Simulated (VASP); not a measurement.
# H23C2NO10 in VASP: further runs, part 2 of 2

VASP 6.6.1. Earlier steps stand in the parts before.

### 4 Single point, PBE+D3(BJ)

File INCAR:

```
PREC = Accurate
ENCUT = 520
EDIFF = 1E-6
ISMEAR = -1
SIGMA = 0.05
LREAL = Auto
LASPH = T
NELM = 60
ALGO = Normal
ISIF = 2
LWAVE = F
LCHARG = T
GGA = PE
IVDW = 12
LELF = T
LVHAR = T
NBANDS = 72
```

File KPOINTS:

```
regular mesh
0
Gamma
  1 1 1
```

File POSCAR:

```
H23C2NO10
1.0
    7.2873620000      0.0000000000      0.0000000000
    0.0000000000      7.2873620000      0.0000000000
    0.0000000000      0.0000000000      7.2873620000
O H C N
10 23 2 1
Direct
    0.5774380359     -0.0086999932      0.5125448688
    0.8385750564      0.3695850433      0.3851873970
    0.2468931830      0.5197628442      0.7560623446
    0.1995783934      0.3393271804      0.2731166642
    0.1382804916      0.8862466281      0.5021707444
    0.4310887808      0.6258368941      0.2448897145
    0.7091455042      0.5510361637     -0.0963997672
    0.2290129130      0.1256833406      0.9239831917
    0.7810645334      1.0272715970      0.2150435233
    0.6502352978      0.6522250438      0.5339792369
    0.5798943431      0.0589513736      0.6315728517
    0.5125448688     -0.1208667828      0.5704258962
    0.7510399511      0.4486534359      0.4236786920
    0.9117016556      0.4095034664      0.2775627175
    0.2971720082      0.6139944743      0.8411548651
    0.3313407513      0.5719765259      0.6685821289
    0.1371964231      0.2770824339      0.3628885185
    0.2913399938      0.4417647977      0.3279101546
    0.1010791011      1.0046571036      0.4502040656
    0.2155786964      0.9453077808      0.6001348636
    0.3330697720      0.7163360349      0.2552638390
    0.4667807088      0.5642645446      0.1235426482
    0.7657640721      0.4508901850     -0.0155611866
    0.6102070955      0.4936354198     -0.1484213355
    0.1146917087      0.0603236123      0.9685397816
    0.2635384382      0.2582964864      0.9614864748
    0.7356297107      0.9402030529      0.2992715334
    0.7628686485      1.1508965796      0.2435037535
    0.7309503768      0.6330411471      0.6507979156
    0.7222366612      0.7257358699      0.4379499742
    0.8474397182      0.0359252086      0.8294633916
    0.9267002243     -0.1452651865      0.6934333714
    0.7104765757     -0.1437831687      0.8699718773
    0.8448050200     -0.1150347684      0.8186501508
    0.9820837774     -0.1415052525      0.9784336225
    1.1056813151     -0.2287521877      1.0390042377
```

Potentials or basis: VASP PAW PBE potentials, release 64 (O, H, C, N).

Run with:

```
$ cat potpaw_PBE.64/O/POTCAR potpaw_PBE.64/H/POTCAR potpaw_PBE.64/C/POTCAR potpaw_PBE.64/N/POTCAR > POTCAR
$ mpirun -np 1 vasp_gam > vasp.out
```

OUTCAR:

```text
PREC = Accurate
   ENCUT = 520
   EDIFF = 1E-6
   ISMEAR = -1
   LREAL = Auto
   LASPH = T
   NELM = 60
   ISIF = 2
   GGA = PE
   IVDW = 12
 IVDW          = 12

 ion  position               nearest neighbor table
   1  0.577  0.991  0.513-  11 1.00  12 1.03
   2  0.839  0.370  0.385-  13 0.90  14 0.99
   3  0.247  0.520  0.756-  16 0.96  15 1.00
   4  0.200  0.339  0.273-  17 0.92  18 1.08
   5  0.138  0.886  0.502-  19 0.98  20 1.01
   6  0.431  0.626  0.245-  21 0.98  22 1.03
   7  0.709  0.551  0.904-  24 0.92  23 1.02
   8  0.229  0.126  0.924-  25 1.01  26 1.04
   9  0.781  0.027  0.215-  28 0.93  27 0.94
  10  0.650  0.652  0.534-  30 1.03  29 1.04
  11  0.580  0.059  0.632-   1 1.00
  12  0.513  0.879  0.570-   1 1.03
  13  0.751  0.449  0.424-   2 0.90
  14  0.912  0.410  0.278-   2 0.99
  15  0.297  0.614  0.841-   3 1.00
  16  0.331  0.572  0.669-   3 0.96
[... 15 lines left out ...]
  32  0.927  0.855  0.693-  34 1.11
  33  0.710  0.856  0.870-  34 1.07
  34  0.845  0.885  0.819-  33 1.07  31 1.10  32 1.11  35 1.55
  35  0.982  0.858  0.978-  36 1.19  34 1.55
  36  0.106  0.771  0.039-  35 1.19

  LATTYP: Found a simple cubic cell.
 ALAT       =     7.2873620000

  Lattice vectors:

 A1 = (   7.2873620000,   0.0000000000,   0.0000000000)
 A2 = (   0.0000000000,   7.2873620000,   0.0000000000)
 A3 = (   0.0000000000,   0.0000000000,   7.2873620000)

Analysis of symmetry for initial positions (statically):
=====================================================================
 Subroutine PRICEL returns:
 Original cell was already a primitive cell.

 Routine SETGRP: Setting up the symmetry group for a
 simple cubic supercell.

 Subroutine GETGRP returns: Found  1 space group operations
 (whereof  1 operations were pure point group operations)
 out of a pool of 48 trial point group operations.

The static configuration has the point symmetry C_1 .

Analysis of symmetry for dynamics (positions and initial velocities):
=====================================================================
 Subroutine PRICEL returns:
 Original cell was already a primitive cell.

 Routine SETGRP: Setting up the symmetry group for a
 simple cubic supercell.

 Subroutine GETGRP returns: Found  1 space group operations
 (whereof  1 operations were pure point group operations)
 out of a pool of 48 trial point group operations.

The dynamic configuration has the point symmetry C_1 .

 Subroutine INISYM returns: Found  1 space group operations
 (whereof  1 operations are pure point group operations),
 and found     1 'primitive' translations

----------------------------------------------------------------------------------------

                                     Primitive cell

  volume of cell :     387.0001

  direct lattice vectors                    reciprocal lattice vectors
     7.287362000  0.000000000  0.000000000     0.137223868  0.000000000  0.000000000
     0.000000000  7.287362000  0.000000000     0.000000000  0.137223868  0.000000000
     0.000000000  0.000000000  7.287362000     0.000000000  0.000000000  0.137223868

  length of vectors
     7.287362000  7.287362000  7.287362000     0.137223868  0.137223868  0.137223868

  position of ions in fractional coordinates (direct lattice)
     0.577438036  0.991300007  0.512544869
     0.838575056  0.369585043  0.385187397
     0.246893183  0.519762844  0.756062345
     0.199578393  0.339327180  0.273116664
     0.138280492  0.886246628  0.502170744
     0.431088781  0.625836894  0.244889714
[... 28 lines left out ...]
     0.982083777  0.858494748  0.978433622
     0.105681315  0.771247812  0.039004238

  ion indices of the primitive-cell ions
   primitive index   ion index
                 1           1
                 2           2
                 3           3
                 4           4
                 5           5
                 6           6
[... 28 lines left out ...]
                35          35
                36          36

----------------------------------------------------------------------------------------

 KPOINTS: regular mesh

Automatic generation of k-mesh.
 Grid dimensions read from file:
 generate k-points for:    1    1    1

 Generating k-lattice:

  Cartesian coordinates                     Fractional coordinates (reciprocal lattice)
     0.137223868  0.000000000  0.000000000     1.000000000  0.000000000  0.000000000
     0.000000000  0.137223868  0.000000000     0.000000000  1.000000000  0.000000000
     0.000000000  0.000000000  0.137223868     0.000000000  0.000000000  1.000000000

  Length of vectors
     0.137223868  0.137223868  0.137223868

  Shift w.r.t. Gamma in fractional coordinates (k-lattice)
     0.000000000  0.000000000  0.000000000

 Subroutine IBZKPT returns following result:
 ===========================================

 Found      1 irreducible k-points:

 Following reciprocal coordinates:
            Coordinates               Weight
  0.000000  0.000000  0.000000      1.000000
   k-points           NKPTS =      1   k-points in BZ     NKDIM =      1   number of bands    NBANDS=     72
   number of dos      NEDOS =    301   number of ions     NIONS =     36
   total plane-waves  NPLWV = 157464
   dimension x,y,z NGX =    54 NGY =   54 NGZ =   54
   dimension x,y,z NGXF=   108 NGYF=  108 NGZF=  108
   ions per type =              10  23   2   1
   NGX,Y,Z   is equivalent  to a cutoff of  12.32, 12.32, 12.32 a.u.
   NGXF,Y,Z  is equivalent  to a cutoff of  24.64, 24.64, 24.64 a.u.
 SYSTEM =  unknown system
   PREC   = accura    normal or accurate (medium, high low for compatibility)
   ISTART =      0    job   : 0-new  1-cont  2-samecut
   ICHARG =      2    charge: 1-file 2-atom 10-const
   ISPIN  =      1    spin polarized calculation?
   LNONCOLLINEAR =      F non collinear calculations
   LSORBIT =      F    spin-orbit coupling
   LASPH  =      T    aspherical Exc in radial PAW
   ENCUT  =  520.0 eV  38.22 Ry    6.18 a.u.  13.55 13.55 13.55*2*pi/ulx,y,z
   NELM   =     60;   NELMIN=  2; NELMDL= -5     # of ELM steps
   EDIFF  = 0.1E-05   stopping-criterion for ELM
   LREAL  =      T    real-space projection
   EDIFFG = 0.1E-04   stopping-criterion for IOM
   NSW    =      0    number of steps for IOM
   IBRION =     -1    ionic relax: 0-MD 1-quasi-New 2-CG
   NFREE  =      0    steps in history (QN), initial steepest desc. (CG)
   ISIF   =      2    stress and relaxation
   ISYM   =      2    0-nonsym 1-usesym 2-fastsym
   POTIM  = 0.5000    time-step for ionic-motion
   TEBEG  =    0.0;   TEEND  =   0.0 temperature during run
   PSTRESS=    0.0 pullay stress
   NELECT =      96.0000    total number of electrons
   NUPDOWN=      -1.0000    fix difference up-down
   EMIN   =  10.00;   EMAX   =-10.00  energy-range for DOS
   EFERMI =   0.00;   METHOD = LEGACY
   ISMEAR =    -1;   SIGMA  =   0.05  broadening in eV -4-tet -1-fermi 0-gaus
   EFERMI_NEDOS =   21; number of points for ismear=-14 and -15
   IALGO  =     38    algorithm
   IMIX   =      4    mixing-type and parameters
     AMIX     =   0.40;   BMIX     =  1.00
     AMIX_MAG =   1.60;   BMIX_MAG =  1.00
  volume/ion in A,a.u.               =      10.75        72.54
  Fermi-wavevector in a.u.,A,eV,Ry     =   1.028636  1.943839 14.396206  1.058091
  Thomas-Fermi vector in A             =   2.162642
   LORBIT       =      0    0 simple, 1 ext, 2 COOP (PROOUT), +10 PAW based schemes
   GGA     = PE    functional components
   LHFCALC =     F    Hartree Fock is set to
   AEXX    =    0.0000 exact exchange contribution
   IVDW    =    12    specifies the selected vdW correction
   LEPSILON=     F    determine dielectric tensor
   LRPA    =     F    only Hartree local field effects (RPA)
 non-spin polarized calculation
  energy-cutoff  :      520.00
  volume of cell :      387.00
 maximum number of plane-waves:      5198
 NGX is ok and might be reduce to    54
   NGX = 27   NGY = 27   NGZ = 27

 number of electron      96.0000046 magnetization

 Free energy of the ion-electron system (eV)
  ---------------------------------------------------
  ext. energy  EPLUGINS =         0.00000000
  ---------------------------------------------------
  free energy    TOTEN  =      -176.69088068 eV

  energy without entropy =     -176.69088068  energy(sigma->0) =     -176.69088068

 E-fermi :  -1.7675     XC(G=0):  -6.7299

 val. band max:       -3.0078126637   @ k =   0.0000   0.0000   0.0000
 cond. band min:       0.3243018435   @ k =   0.0000   0.0000   0.0000
 fundamental gap:      3.3321145072
 Fermi energy:        -1.7674647718

 k-point     1 :       0.0000    0.0000    0.0000
  band No.  band energies     occupation
      1     -23.5595      2.00000
      2     -22.6041      2.00000
      3     -22.4808      2.00000
      4     -22.2868      2.00000
      5     -22.0906      2.00000
      6     -21.8455      2.00000
[... 52 lines left out ...]
     59       5.0219      0.00000
     60       5.2171      0.00000
 [bands above 60 left out]

------------------------ aborting loop because EDIFF is reached ----------------------------------------

 Edisp (eV)   -1.29048

 E8    (eV) :    -0.2753

  FORCE on cell =-STRESS in cart. coord.  units (eV):
  Direction    XX          YY          ZZ          XY          YZ          ZX
  --------------------------------------------------------------------------------------
  -------------------------------------------------------------------------------------
  Total      -1.05231     2.73364    -3.11423    -2.76299    -0.68325    -1.77724
  in kB      -4.35654    11.31724   -12.89291   -11.43876    -2.82863    -7.35776
  external pressure =       -1.98 kB  Pullay stress =        0.00 kB

 VOLUME and BASIS-vectors are now :
 -----------------------------------------------------------------------------
  energy-cutoff  :      520.00
  volume of cell :      387.00
      direct lattice vectors                 reciprocal lattice vectors
     7.287362000  0.000000000  0.000000000     0.137223868  0.000000000  0.000000000
     0.000000000  7.287362000  0.000000000     0.000000000  0.137223868  0.000000000
     0.000000000  0.000000000  7.287362000     0.000000000  0.000000000  0.137223868

 POSITION                                       TOTAL-FORCE (eV/Angst)
 -----------------------------------------------------------------------------------
      4.20800      7.22396      3.73510        -1.882924     -0.684916      2.891385
      6.11100      2.69330      2.80700         3.567476     -3.762182     -2.263428
      1.79920      3.78770      5.50970         1.406613      1.219284      0.962794
      1.45440      2.47280      1.99030         3.156823      3.345431     -1.783272
      1.00770      6.45840      3.65950         0.823365      1.392285      1.058733
      3.14150      4.56070      1.78460         1.464633     -1.554852     -0.351537
[... 28 lines left out ...]
      7.15680      6.25616      7.13020        -0.016519     -3.311354     -1.532956
      0.77014      5.62036      0.28424        -1.212872      1.334818      0.175127
 -----------------------------------------------------------------------------------
    total drift:                               -0.002311     -0.005783     -0.013657

  FREE ENERGIE OF THE ION-ELECTRON SYSTEM (eV)
  ---------------------------------------------------
  free  energy   TOTEN  =      -177.9813628496 eV

  energy  without entropy=     -177.9813628495  energy(sigma->0) =     -177.98136285
```

It took 30 s on 1 thread of Intel Xeon 6975P-C (Granite Rapids), shared host; peak memory 0.36 GiB.

What came out:

```
Free energy                : -177.9814 eV
Pressure                   : -0.2 GPa
Largest force              : 5.657 eV/Å
Band gap on the k mesh     : 3.33 eV
Dispersion energy per atom : -0.036 eV
```

Forces in eV/Å, atoms in the order of the input:
```
O   -1.883 -0.685  2.891
O    3.567 -3.762 -2.263
O    1.407  1.219  0.963
O    3.157  3.345 -1.783
O    0.823  1.392  1.059
O    1.465 -1.555 -0.352
O    3.122 -0.524  2.848
O    0.804  1.057 -0.488
O    1.688 -1.668 -3.058
O    1.924 -0.353  0.850
H    0.369  0.300 -1.123
H    1.140  1.091 -1.645
H   -3.122  3.335  1.043
H   -0.307  0.351  1.029
H   -1.479 -0.505  1.106
H    0.176 -0.656 -2.118
H   -1.319 -1.244  2.670
H   -1.831 -1.962 -1.138
H   -0.435 -0.486 -0.720
H   -0.401 -0.920 -0.370
H   -0.174 -0.073 -1.366
H   -1.356  1.844  1.691
H   -0.599  1.526 -1.260
H   -2.942 -1.816 -1.532
H    1.599  1.819  0.339
H   -1.794 -2.512 -0.155
H   -0.907  0.239  1.172
H   -0.638  1.794  1.608
H   -0.845  0.609 -2.108
H   -0.984 -1.165  1.949
H   -0.385  0.392 -0.843
H   -0.905 -0.577  0.160
H   -0.605 -0.903 -0.378
C    2.899  3.027  2.680
C   -0.017 -3.311 -1.533
N   -1.213  1.335  0.175
```

Caveat: the k points lie up to 0.86 Å⁻¹ apart; the atoms stand as in a frame of molecular dynamics.

### 5 Single point, PBE+D3(BJ)

File INCAR:

```
PREC = Accurate ; ENCUT = 520
EDIFF = 1E-7 ; ISMEAR = -1
SIGMA = 0.05 ; LREAL = Auto
LASPH = T ; NELM = 80
ALGO = Normal ; ISIF = 2
LWAVE = F ; LCHARG = F
GGA = PE ; IVDW = 12
NBANDS = 72
```

File KPOINTS:

```
Automatic mesh
0
Gamma
  1 1 1
```

File POSCAR:

```
H23C2NO10
1.0
    7.2873620000      0.0000000000      0.0000000000
    0.0000000000      7.2873620000      0.0000000000
    0.0000000000      0.0000000000      7.2873620000
O H C N
10 23 2 1
Direct
    0.5170458116      0.1880378661      0.5237560588
    0.8383143310      0.3862577432      0.3581131279
    0.2102955775      0.5118450270      0.7581893146
    0.2668592558      0.2975699574      0.2753671356
    0.0955901463      0.7879806163      0.5093475527
    0.3909645219      0.6959445681      0.1320230833
    0.8100050471      0.4022580462     -0.1197552695
    0.1711181632      0.1448535149      0.9398051037
    0.8649632062      1.0476081743      0.2807463112
    0.6756079909      0.6539815094      0.5488131370
    0.6345643321      0.1318995818      0.4901499335
    0.4257782171      0.0849278518      0.5285040046
    0.7686869405      0.4824653969      0.4303066048
    0.9470916911      0.4178329552      0.2968015038
    0.2873605016      0.4027246073      0.7815448169
    0.2698781809      0.5852323516      0.6511546977
    0.3726314131      0.2666122528      0.3523360031
    0.2606567370      0.4348212700      0.2819264365
    0.1379099872      0.7210977031      0.3910194114
    0.0178116580      0.8529149506      0.4257644948
    0.3673208494      0.6370618065      0.0108681303
    0.5064521290      0.7442062025      0.1815334548
    0.8981576598      0.4955428315     -0.0814698103
    0.7941831351      0.2946470890     -0.0407005992
    0.2450269384      0.0455446017      0.9968216208
    0.1768129537      0.2685471094      0.9931440211
    0.9779670613      0.9905504900      0.2265428834
    0.8975950419      1.1446666160      0.3798219438
    0.7227306671      0.5688066546      0.6491100620
    0.7673970361      0.7328303438      0.4909183872
    0.9115918765      0.0867803740      0.8958248540
    0.8702051579     -0.0193622878      0.7194098495
    0.7245008550     -0.0439528049      0.8952347914
    0.8566199950     -0.0434313542      0.8567846636
    0.9758812585     -0.1680855157      0.9816446610
    0.9937066390     -0.2947019786      1.0811456876
```

Run with:

```
$ cat potpaw_PBE.64/O/POTCAR potpaw_PBE.64/H/POTCAR potpaw_PBE.64/C/POTCAR potpaw_PBE.64/N/POTCAR > POTCAR
$ mpirun -np 1 vasp_gam > vasp.out
```

Run time: 32 s. Hardware: 1 thread of Intel Xeon 6975P-C (Granite Rapids), shared host; peak memory 0.35 GiB.

Results (log left out):

```yaml
Free_energy: -179.2895 eV
Pressure: -1.1 GPa
Largest_force: 5.251 eV/Å
Band_gap_on_the_k_mesh: 3.89 eV
Dispersion_energy_per_atom: -0.036 eV
```

Forces in eV/Å, atoms in the order of the input:
```
O   -0.802 -1.152  0.160
O   -2.131 -0.966  1.354
O    1.528  0.985 -1.234
O   -0.716  1.561 -0.203
O    1.241 -1.678 -2.435
O   -1.253  0.187  0.697
O   -0.745  0.000 -0.954
O    0.294 -0.429 -0.836
O    0.944 -0.312  1.245
O   -0.470 -0.968  0.668
H   -0.337  0.144 -0.163
H    0.982  0.736  0.208
H    1.001 -0.273 -1.031
H    1.198  1.117 -0.439
H   -0.187  0.415 -0.636
H   -0.999 -1.483  2.046
H    0.424  0.113  0.168
H    0.370 -1.155 -0.166
H    0.452  0.036  1.984
H   -1.539  1.850  0.199
H    1.273  0.666  0.687
H   -0.121 -0.844 -1.366
H    0.085 -0.710  0.659
H    0.438  1.041  0.237
H   -0.153  1.618  0.183
H    0.656 -1.166  0.757
H   -0.869  1.046  0.685
H   -0.123 -0.739 -2.005
H    0.032  1.359 -0.818
H    0.344 -0.346  0.824
H    0.154  1.058  0.564
H    0.879 -1.064 -2.951
H   -3.669 -0.743  1.197
C    4.181 -0.274  3.166
C   -2.954 -0.887 -2.061
N    0.593  1.260 -0.391
```

Stress tensor (GPa, compression positive):
```
 1.14  0.67 -1.01
 0.67 -2.80  1.76
-1.01  1.76 -1.78
```

Levels at points of the mesh, in eV from the valence-band top:
```csv
k point,band 44,band 45,band 46,band 47,band 48,band 49,band 50,band 51,band 52,band 53
"(0.00, 0.00, 0.00)",-0.55,-0.44,-0.29,-0.24,0.00,3.89,4.70,5.28,6.69,6.94
```

Caveat: the k points lie up to 0.86 Å⁻¹ apart; the atoms stand as in a frame of molecular dynamics.

### 6 Overview

| cell | gap on the mesh (eV) | pressure (GPa) | largest force (eV/Å) |
| --- | --- | --- | --- |
| as given, atomic positions A | 3.38 | 0.6 | 5.97 |
| as given, atomic positions B | 3.61 | -2.2 | 4.61 |
| as given, atomic positions C | 3.33 | -0.2 | 5.66 |
| as given, atomic positions D | 3.89 | -1.1 | 5.25 |

Alike in all rows: task single point; level PBE+D3(BJ); potentials or basis VASP PAW PBE potentials, release 64 (O, H, C, N); no spin polarisation; k mesh 1 × 1 × 1; cutoff (eV) 520; smearing fermi-dirac 0.05 eV.

Caveats: all runs use coarse meshes; the atoms stand as in a frame of molecular dynamics (at least some runs).

Absolute energies hang on the potentials; compare differences alone.
